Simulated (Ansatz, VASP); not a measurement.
**Two plane-wave programs on SiGe6**

```xyz
7
Lattice="2.5025 -4.8369 0.0000 2.5025 4.8369 0.0000 0.0000 0.0000 5.8284" Properties=species:S:1:pos:R:3 pbc="T T T"
Si    2.5025    0.0000    2.9142
Ge    2.5025    1.9791    4.5276
Ge    2.5025   -1.9791    4.5276
Ge    2.5025   -1.9791    1.3008
Ge    2.5025    1.9791    1.3008
Ge    0.0000    0.0000    4.2674
Ge    0.0000    0.0000    1.5610
```

Alike in both runs: functional PBE; k mesh 8 × 8 × 6; occupations gaussian, width 0.1 eV; no spin polarisation.

Ansatz relaxed the structure, and its values are those at the end. VASP's run is a single point on that final structure, the one shown.

```csv
,VASP,Ansatz
version,VASP 6.6.1,Ansatz 0.2.0
potentials or method,"VASP PAW PBE potentials, release 64 (Si, Ge_d), cutoff 520 eV","scalar-relativistic, plane waves, PAW"
valence electrons in the cell,88,88
```

Ansatz gave:

* gap on the k mesh at the Fermi level (eV): none
* pressure (GPa): 0.0

Question: What did VASP give for the same quantities?

Answer: gap on the k mesh at the Fermi level (eV): none; pressure (GPa): 0.1.

A gap of «none» marks a metal or a gap that the smearing closes.
